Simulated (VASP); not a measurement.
Runs of VASP 6.6.1 on Sb. The structure is that of space group R-3m (No. 166), or close to it. The cells are those of the table. 

| task | potentials or basis | cell | cutoff (eV) | gap on the mesh (eV) | pressure (GPa) | largest force (eV/Å) |
| --- | --- | --- | --- | --- | --- | --- |
| electric field gradients | VASP PAW PBE potentials, release 64 (Sb) | a = 4.425, b = 4.520, c = 4.534 Å, angles 57.3, 56.8, 57.5°, 2 atoms | 520 | none | 0.6 | 0.23 |
| single point | VASP PAW PBE potentials, release 64 (Sb) | a = 4.425, b = 4.520, c = 4.534 Å, angles 57.3, 56.8, 57.5°, 2 atoms | 520 | none | 0.6 | 0.23 |
| single point | VASP PAW PBE potentials, release 64 (Sb) | a = 4.596, b = 4.453, c = 4.431 Å, angles 57.1, 57.7, 56.8°, 2 atoms | 520 | none | (a) | 0.26 |
| electric field gradients | VASP PAW PBE potentials, release 64 (Sb_d_GW) | a = 4.463 Å, angles 57.2°, 2 atoms | 400 | - | 1.4 | 0.25 |
| single point | VASP PAW PBE potentials, release 64 (Sb) | a = 4.527, b = 4.479, c = 4.472 Å, angles 57.2, 57.4, 57.1°, 2 atoms | 520 | none | 0.6 | 0.21 |

Alike in all rows: level PBEsol; no spin polarisation; k mesh 9 × 9 × 9; smearing fermi-dirac 0.05 eV.

Estimate the missing entries.

(a) 0.7.

Caveats: the PAW data sets were made with another functional, which shifts forces and pressure a little; spin-orbit coupling is left out, which moves the levels of the heavy elements.

A k mesh can miss the band edges, and the runs leave out spin-orbit coupling on Sb.

A gap of «none» marks levels without a gap at the run's occupations.

The runs don't all hold the same shells in valence.
